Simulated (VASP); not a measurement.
**TaSiF: single point with PBE**

Crystal: TaSiF.

```
CELL_PARAMETERS angstrom
4.08717 0.00000 0.00000
0.00000 4.08717 0.00000
0.00000 0.00000 2.90257
ATOMIC_POSITIONS crystal
Ta 0.50000 0.50000 0.08774
Si 0.00000 0.00000 0.11076
F 0.50000 0.50000 0.60197
```

* Program: VASP 6.6.1
* Task: single point
* Functional: PBE
* Potentials or basis: VASP PAW PBE potentials, release 64 (Ta_sv_GW, Si, F)
* Cutoff: 600 eV
* k mesh: 4 × 4 × 6
* Occupations: gaussian, width 0.1 eV
* Spin: no spin polarisation
* Dipole correction: no
* Second run: valence_matched
* Further INCAR settings: ALGO = Normal; EDIFF = 1e-06; NBANDS = 19

The pressure is 160.0 GPa and the largest force is 15.359 eV/Å. The band gap on the k mesh is zero (band 12 reaches 8.34 eV, above the bottom of band 13 at 7.36 eV).

Forces on the atoms (eV/Å):
```
Ta    0.000   0.000  15.359
Si    0.000   0.000  -0.070
F     0.000   0.000 -15.289
```

Stress tensor (GPa, compression positive):
```
-19.42   0.00   0.00
  0.00 -19.42   0.00
  0.00   0.00 518.86
```

Levels at points of the mesh, in eV from the Fermi level:
| k point | band 10 | band 11 | band 12 | band 13 | band 14 | band 15 |
| --- | --- | --- | --- | --- | --- | --- |
| (0.00, 0.00, 0.00) | -2.53 | -0.82 | -0.56 | -0.56 | 0.08 | 0.08 |
| (0.50, 0.00, 0.00) | -4.32 | -3.12 | -0.33 | 0.02 | 0.10 | 3.38 |
| (0.50, 0.50, 0.00) | -3.04 | -3.04 | -1.59 | -0.19 | -0.19 | 0.70 |
| (0.00, 0.00, 0.50) | -3.62 | -0.90 | 0.20 | 1.72 | 1.72 | 4.51 |
| (0.50, 0.00, 0.50) | -3.26 | -2.70 | -1.57 | 1.28 | 1.59 | 5.84 |
| (0.50, 0.50, 0.50) | -2.42 | -0.56 | -0.56 | 1.15 | 1.51 | 2.53 |

Wall time 11 s on 1 thread of Intel(R) Xeon(R) 6975P-C (Granite Rapids), on a shared host, peak memory 0.2 GiB.

Caveat: the k points lie up to 0.38 Å⁻¹ apart; spin-orbit coupling is left out, which moves the levels of the heavy elements; forces of over 1 eV/Å act on the atoms, so gaps and moduli don't describe the material at rest.
